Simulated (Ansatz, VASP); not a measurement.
## AlB2P3: VASP beside Ansatz

The input INCAR:

```
SYSTEM = AlB2P3
PREC     = Accurate       ! precision mode
ENCUT    = 520            ! plane-wave cutoff, eV
EDIFF    = 1E-6           ! SCF threshold, eV
ISMEAR   = 0              ! smearing method
SIGMA    = 0.1            ! smearing width, eV
LREAL    = .FALSE.        ! projectors in reciprocal space
LASPH    = .TRUE.         ! aspherical terms in the spheres
NELM     = 100            ! most SCF steps
ALGO     = Normal         ! electronic algorithm
ISIF     = 2              ! what is computed and relaxed
LWAVE    = .FALSE.        ! write WAVECAR
LCHARG   = .FALSE.        ! write CHGCAR
GGA      = PE             ! functional
NBANDS   = 21             ! bands
```

File KPOINTS:

```
Automatic mesh
0
G
  6 6 2
  0 0 0
```

The input POSCAR:

```
AlB2P3
1.0
    3.1995789200      0.0000000000      0.0000000000
    0.0000000000      3.1995789200      0.0000000000
    0.0000000000      0.0000000000      9.2349996700
Al B P
1 2 3
Direct
    0.5000000000      0.5000000000      0.1713354600
    0.0000000000      0.0000000000      0.9999432600
    0.5000000000      0.5000000000      0.5015775000
    0.0000000000      0.0000000000      0.6746923900
    0.0000000000      0.0000000000      0.3274696500
    0.5000000000      0.5000000000      0.8249817500
```

Input for Ansatz:

```yaml
crystal:
  lattice:
    - [3.19957892, 0.0, 0.0]
    - [0.0, 3.19957892, 0.0]
    - [0.0, 0.0, 9.23499967]
  atoms:
    - { symbol: Al, position: [0.5, 0.5, 0.17133546] }
    - { symbol: B, position: [0.0, 0.0, 0.99994326] }
    - { symbol: B, position: [0.5, 0.5, 0.5015775] }
    - { symbol: P, position: [0.0, 0.0, 0.67469239] }
    - { symbol: P, position: [0.0, 0.0, 0.32746965] }
    - { symbol: P, position: [0.5, 0.5, 0.82498175] }
basis:
  ecutwfc: 420
kpoints:
  mp_grid: { grid: [6, 6, 2] }
hamiltonian:
  xc: pbe
scf:
  occupations: { method: gaussian, width: 0.1 }
  lower_state_search: "off"
output:
  forces: true
  stress: true
  eigenvalues: true
```

Change from the starting cell: species swapped into the MnAl2Cr3 type (P4mm, No. 99).

Alike in both runs: task single point; functional PBE; k mesh 6 × 6 × 2; occupations gaussian, width 0.1 eV; no spin polarisation.

|  | VASP | Ansatz |
| --- | --- | --- |
| version | VASP 6.6.1 | Ansatz 0.2.0 |
| potentials or method | VASP PAW PBE potentials, release 64 (Al, B, P), cutoff 520 eV | scalar-relativistic, plane waves, PAW |
| valence electrons in the cell | 24 | 24 |

```csv
,VASP,Ansatz,Ansatz less VASP
gap on the k mesh at the Fermi level (eV),none,none,-
pressure (GPa),-15.5,-15.5,+0.06
"traceless stress, the component that is largest in VASP (GPa)",-1.94,-1.95,-0.017
rms of the force components (eV/Å),0.182,0.180,-0.0015
```

Atom by atom the forces differ by 0.004 eV/Å (rms over components). A gap of «none» marks a metal or a gap that the smearing closes.
